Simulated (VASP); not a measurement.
# Si4W (I4/mmm) in VASP: single point with PBE

Aim: the single point of Si4W with PBE.

Everything below comes from runs of VASP 6.6.1. Logs are shortened: lines on timing, memory, paths and dates and some standing lists are left out, and cuts for length are marked.

## Step 1: The cell of the first run

Symmetry: I4/mmm, No. 139, tetragonal system. The conventional cell has a = 3.329 Å, b = 3.329 Å, c = 12.706 Å, α = 90.00°, β = 90.00°, γ = 90.00°. Si (site symmetry 4mm) has 9 Si at 2.43 to 2.75 Å and 1 W at 2.68 Å within 3.2 Å. Si (site symmetry 4mm) has 6 Si at 2.43 to 2.75 Å and 4 W at 2.66 Å within 3.2 Å. Within 3.5 Å of W (site symmetry 4/mmm) lie 10 Si at 2.66 to 2.68 Å and 4 W at 3.33 Å.

## Step 2: Single point, PBE

Input file POSCAR:

```
Si4W
1.0
   -1.6647035569      1.6647035569      6.3529287443
    1.6647035569     -1.6647035569      6.3529287443
    1.6647035569      1.6647035569     -6.3529287443
Si W
4 1
Direct
    0.2106375143      0.2106375143      0.0000000000
    0.7893624857      0.7893624857      0.0000000000
    0.4019594685      0.4019594685      0.0000000000
    0.5980405315      0.5980405315      0.0000000000
    0.0000000000      0.0000000000      0.0000000000
```

Input file INCAR.step1:

```
SYSTEM = Si4W
ALGO     = Normal         ! electronic algorithm
EDIFF    = 1E-6           ! SCF threshold, eV
ENCUT    = 520            ! plane-wave cutoff, eV
GGA      = PE             ! functional
ISIF     = 2              ! what is computed and relaxed
ISMEAR   = 0              ! smearing method
LASPH    = .True.         ! aspherical terms in the spheres
LCHARG   = .True.         ! write CHGCAR
LMAXMIX  = 4              ! l up to which the mixer works
LREAL    = .False.        ! projectors in reciprocal space
LWAVE    = .False.        ! write WAVECAR
NBANDS   = 23             ! bands
NELM     = 60             ! most SCF steps
PREC     = Accurate       ! precision mode
SIGMA    = 0.1            ! smearing width, eV
```

Input file KPOINTS.step1:

```
k-points
0
Gamma
  14 14 14
  0 0 0
```

Input file INCAR.step2:

```
SYSTEM = Si4W
ALGO     = Normal         ! electronic algorithm
EDIFF    = 1E-6           ! SCF threshold, eV
ENCUT    = 520            ! plane-wave cutoff, eV
GGA      = PE             ! functional
ICHARG   = 11             ! starting density
ISIF     = 2              ! what is computed and relaxed
ISMEAR   = -5             ! smearing method
LASPH    = .True.         ! aspherical terms in the spheres
LCHARG   = .False.        ! write CHGCAR
LMAXMIX  = 4              ! l up to which the mixer works
LORBIT   = 11             ! projections on sites
LREAL    = .False.        ! projectors in reciprocal space
LWAVE    = .False.        ! write WAVECAR
NBANDS   = 23             ! bands
NEDOS    = 1001           ! points of the DOS
NELM     = 60             ! most SCF steps
PREC     = Accurate       ! precision mode
SIGMA    = 0.1            ! smearing width, eV
```

Input file KPOINTS.step2:

```
k-points
0
Gamma
  21 21 21
  0 0 0
```

Potentials or basis: VASP PAW PBE potentials, release 64 (Si, W_sv).

Started as:

```sh
> cat potpaw_PBE.64/Si/POTCAR potpaw_PBE.64/W_sv/POTCAR > POTCAR
> cp INCAR.step1 INCAR
> cp KPOINTS.step1 KPOINTS
> mpirun -np 1 vasp_std > vasp.out
> cp INCAR.step2 INCAR
> cp KPOINTS.step2 KPOINTS
> mpirun -np 1 vasp_std > vasp.out
```

OUTCAR:

```text
SYSTEM = Si4W
   EDIFF = 1E-6
   ENCUT = 520
   GGA = PE
   ICHARG = 11
   ISIF = 2
   ISMEAR = -5
   LASPH = .True.
   LORBIT = 11
   LREAL = .False.
   NELM = 60
   PREC = Accurate

 ion  position               nearest neighbor table
   1  0.211  0.211  0.000-   3 2.43   2 2.56   2 2.56   2 2.56   2 2.56   5 2.68   4 2.75   4 2.75
                             4 2.75   4 2.75
   2  0.789  0.789  0.000-   4 2.43   1 2.56   1 2.56   1 2.56   1 2.56   5 2.68   3 2.75   3 2.75
                             3 2.75   3 2.75
   3  0.402  0.402  0.000-   1 2.43   4 2.49   5 2.66   5 2.66   5 2.66   5 2.66   2 2.75   2 2.75
                             2 2.75   2 2.75
   4  0.598  0.598  0.000-   2 2.43   3 2.49   5 2.66   5 2.66   5 2.66   5 2.66   1 2.75   1 2.75
                             1 2.75   1 2.75
   5  0.000  0.000  0.000-   4 2.66   4 2.66   4 2.66   3 2.66   4 2.66   3 2.66   3 2.66   3 2.66
                             1 2.68   2 2.68

  LATTYP: Found a body centered tetragonal cell.
 ALAT       =     3.3294071138
 C/A-ratio  =     3.8162522799

  Lattice vectors:

 A1 = (  -1.6647035569,   1.6647035569,   6.3529287443)
 A2 = (   1.6647035569,  -1.6647035569,   6.3529287443)
 A3 = (   1.6647035569,   1.6647035569,  -6.3529287443)

Analysis of symmetry for initial positions (statically):
=====================================================================
 Subroutine PRICEL returns:
 Original cell was already a primitive cell.

 Routine SETGRP: Setting up the symmetry group for a
 body centered tetragonal supercell.

 Subroutine GETGRP returns: Found 16 space group operations
 (whereof 16 operations were pure point group operations)
 out of a pool of 16 trial point group operations.

The static configuration has the point symmetry D_4h.

Analysis of symmetry for dynamics (positions and initial velocities):
=====================================================================
 Subroutine PRICEL returns:
 Original cell was already a primitive cell.

 Routine SETGRP: Setting up the symmetry group for a
 body centered tetragonal supercell.

 Subroutine GETGRP returns: Found 16 space group operations
 (whereof 16 operations were pure point group operations)
 out of a pool of 16 trial point group operations.

The dynamic configuration has the point symmetry D_4h.

 Subroutine INISYM returns: Found 16 space group operations
 (whereof 16 operations are pure point group operations),
 and found     1 'primitive' translations
[... 112 lines left out ...]
   TEBEG  =    0.0;   TEEND  =   0.0 temperature during run
   PSTRESS=    0.0 pullay stress
   NELECT =      30.0000    total number of electrons
   NUPDOWN=      -1.0000    fix difference up-down
   EMIN   =  10.00;   EMAX   =-10.00  energy-range for DOS
   EFERMI =   0.00;   METHOD = LEGACY
   ISMEAR =    -5;   SIGMA  =   0.10  broadening in eV -4-tet -1-fermi 0-gaus
   EFERMI_NEDOS =   21; number of points for ismear=-14 and -15
   IALGO  =     38    algorithm
   IMIX   =      4    mixing-type and parameters
     AMIX     =   0.40;   BMIX     =  1.00
     AMIX_MAG =   1.60;   BMIX_MAG =  1.00
  volume/ion in A,a.u.               =      14.08        95.05
  Fermi-wavevector in a.u.,A,eV,Ry     =   1.231816  2.327795 20.645095  1.517372
  Thomas-Fermi vector in A             =   2.366611
   LORBIT       =     11    0 simple, 1 ext, 2 COOP (PROOUT), +10 PAW based schemes
   GGA     = PE    functional components
   LHFCALC =     F    Hartree Fock is set to
   AEXX    =    0.0000 exact exchange contribution
   IVDW    =     0    specifies the selected vdW correction
   LEPSILON=     F    determine dielectric tensor
   LRPA    =     F    only Hartree local field effects (RPA)
 non-spin polarized calculation
 Fermi weights with tetrahedron method with Bloechl corrections
  energy-cutoff  :      520.00
  volume of cell :       70.42
 maximum number of plane-waves:      1925

 number of electron      29.9999999 magnetization

 Free energy of the ion-electron system (eV)
  ---------------------------------------------------
  ext. energy  EPLUGINS =         0.00000000
  ---------------------------------------------------
  free energy    TOTEN  =       -33.79733271 eV

  energy without entropy =      -33.79733271  energy(sigma->0) =      -33.79733271

 E-fermi :  11.3508     XC(G=0): -11.8927

 val. band max:       11.4219975997   @ k =   0.1429   0.1429   0.0000
 cond. band min:      11.2433734281   @ k =   0.0000   0.0000   0.0000
 fundamental gap:     -0.1786241717
 Fermi energy:        11.3507878868

 k-point     1 :       0.0000    0.0000    0.0000
  band No.  band energies     occupation
      1     -63.1363      2.00000
      2     -27.3645      2.00000
      3     -27.3502      2.00000
      4     -27.3502      2.00000
      5      -3.3151      2.00000
      6       0.4949      2.00000
[... 613 lines left out ...]
     22      15.7471      0.00000
     23      16.5937      0.00000

 [... further k-points ...]

------------------------ aborting loop because EDIFF is reached ----------------------------------------

  FORCE on cell =-STRESS in cart. coord.  units (eV):
  Direction    XX          YY          ZZ          XY          YZ          ZX
  --------------------------------------------------------------------------------------
  -------------------------------------------------------------------------------------
  Total        0.0937031      0.0937031     -0.2682983      0.0000000     -0.0000000      0.0000000
  in kB        2.1318497      2.1318497     -6.1040875      0.0000000     -0.0000000      0.0000000
  external PRESSURE =      -0.6134627 kB  Pullay stress =       0.0000000 kB

 VOLUME and BASIS-vectors are now :
 -----------------------------------------------------------------------------
  energy-cutoff  :      520.00
  volume of cell :       70.42
      direct lattice vectors                 reciprocal lattice vectors
    -1.664703557  1.664703557  6.352928744     0.000000000  0.300353776  0.078703858
     1.664703557 -1.664703557  6.352928744     0.300353776  0.000000000  0.078703858
     1.664703557  1.664703557 -6.352928744     0.300353776  0.300353776  0.000000000

 POSITION                                       TOTAL-FORCE (eV/Angst)
 -----------------------------------------------------------------------------------
      0.00000      0.00000      2.67633        -0.000000     -0.000000      0.058967
      0.00000      0.00000     10.02953        -0.000000     -0.000000     -0.058967
      0.00000      0.00000      5.10724         0.000000      0.000000     -0.039006
      0.00000      0.00000      7.59862        -0.000000     -0.000000      0.039006
      0.00000      0.00000      0.00000         0.000000      0.000000      0.000000
 -----------------------------------------------------------------------------------
    total drift:                                0.000000     -0.000000     -0.000000

  FREE ENERGIE OF THE ION-ELECTRON SYSTEM (eV)
  ---------------------------------------------------
  free  energy   TOTEN  =       -33.7973327124 eV

  energy  without entropy=      -33.7973327124  energy(sigma->0) =      -33.79733271

 total charge

# of ion       s       p       d       tot
------------------------------------------
    1        0.765   0.828   0.000   1.593
    2        0.765   0.828   0.000   1.593
    3        0.780   0.836   0.000   1.615
    4        0.780   0.836   0.000   1.615
    5        2.304   6.247   3.514  12.065
--------------------------------------------------
tot          5.393   9.574   3.514  18.481
```

OUTCAR.step1:

```text
SYSTEM = Si4W
   EDIFF = 1E-6
   ENCUT = 520
   GGA = PE
   ISIF = 2
   ISMEAR = 0
[... 862 lines left out ...]
      0.00000      0.00000     10.02953        -0.000000     -0.000000     -0.007629
      0.00000      0.00000      5.10724         0.000000      0.000000     -0.007148
      0.00000      0.00000      7.59862        -0.000000     -0.000000      0.007148
      0.00000      0.00000      0.00000        -0.000000     -0.000000      0.000000
 -----------------------------------------------------------------------------------
    total drift:                                0.000000     -0.000000     -0.000000

  FREE ENERGIE OF THE ION-ELECTRON SYSTEM (eV)
  ---------------------------------------------------
  free  energy   TOTEN  =       -33.8036115606 eV

  energy  without entropy=      -33.7937746748  energy(sigma->0) =      -33.79869312
```

OSZICAR.step1:

```text
N       E                     dE             d eps       ncg     rms          rms(c)
DAV:   1     0.164205998326E+03    0.16421E+03   -0.13693E+04 11224   0.125E+03
DAV:   2    -0.273447194358E+02   -0.19155E+03   -0.18270E+03 12532   0.307E+02
DAV:   3    -0.348982422190E+02   -0.75535E+01   -0.72437E+01 14909   0.529E+01
DAV:   4    -0.350144705208E+02   -0.11623E+00   -0.11584E+00 13270   0.651E+00
DAV:   5    -0.350161448191E+02   -0.16743E-02   -0.16738E-02 14470   0.821E-01    0.227E+01
DAV:   6    -0.341829865096E+02    0.83316E+00   -0.67519E+00 13295   0.164E+01    0.728E+00
DAV:   7    -0.339407639707E+02    0.24222E+00   -0.28495E+00 13037   0.954E+00    0.609E+00
DAV:   8    -0.338035077528E+02    0.13726E+00   -0.36260E-01 13190   0.405E+00    0.125E+00
DAV:   9    -0.338039205032E+02   -0.41275E-03   -0.37939E-02 14201   0.107E+00    0.533E-01
DAV:  10    -0.338036738824E+02    0.24662E-03   -0.10835E-03 12946   0.260E-01    0.210E-01
DAV:  11    -0.338036181367E+02    0.55746E-04   -0.23931E-04 13925   0.110E-01    0.333E-02
DAV:  12    -0.338036125173E+02    0.56195E-05   -0.18373E-05 13655   0.255E-02    0.156E-02
DAV:  13    -0.338036115606E+02    0.95669E-06   -0.26522E-06 12119   0.105E-02
   1 F= -.33803612E+02 E0= -.33798693E+02  d E =-.983689E-02
```

It took 72 min on 1 thread of AMD EPYC 7R13, shared host; peak memory 1.1 GiB.

What came out:

* Valence electrons inside the program's atomic spheres: Si 1.59, 1.61 (each value once); W 12.06

Levels at points of the mesh, in eV from the Fermi level:
| k point | band 13 | band 14 | band 15 | band 16 | band 17 | band 18 |
| --- | --- | --- | --- | --- | --- | --- |
| (0.00, 0.00, 0.00) | -0.43 | -0.43 | -0.31 | -0.14 | -0.14 | -0.11 |

Caveat: spin-orbit coupling is left out, which moves the levels of the heavy elements.
